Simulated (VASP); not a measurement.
A run of VASP 6.6.1:

Contents of INCAR:

```
SYSTEM = Zn
PREC     = Accurate       ! precision mode
ENCUT    = 520            ! plane-wave cutoff, eV
EDIFF    = 1E-6           ! SCF threshold, eV
ISMEAR   = 1              ! smearing method
SIGMA    = 0.05           ! smearing width, eV
LREAL    = .False.        ! projectors in reciprocal space
LASPH    = .True.         ! aspherical terms in the spheres
NELM     = 60             ! most SCF steps
ALGO     = Normal         ! electronic algorithm
ISIF     = 2              ! what is computed and relaxed
LWAVE    = .False.        ! write WAVECAR
LCHARG   = .False.        ! write CHGCAR
GGA      = PE             ! functional
NBANDS   = 12             ! bands
```

KPOINTS

```
regular mesh
0
Gamma
  21 21 21
  0 0 0
```

POSCAR

```
Zn
1.0
   -1.5733568978      1.5733568978      1.5733568978
    1.5733568978     -1.5733568978      1.5733568978
    1.5733568978      1.5733568978     -1.5733568978
Zn
1
Direct
    0.0000000000      0.0000000000      0.0000000000
```

Potentials or basis: VASP PAW PBE potentials, release 64 (Zn).

The run is started by

```sh
$ cat potpaw_PBE.64/Zn/POTCAR > POTCAR
$ mpirun -np 1 vasp_std > vasp.out
```

Hardware: 1 thread of Intel(R) Xeon(R) Platinum 8259CL CPU @ 2.50GHz (Skylake/Cascade Lake) (shared host).

Task: How long does it take, and how much memory?

Result: Run time: 30 s on 1 thread of Intel(R) Xeon(R) Platinum 8259CL CPU @ 2.50GHz (Skylake/Cascade Lake), with other jobs on the host, peak memory 0.16 GiB. Counts: scf iterations 10, k points 286.
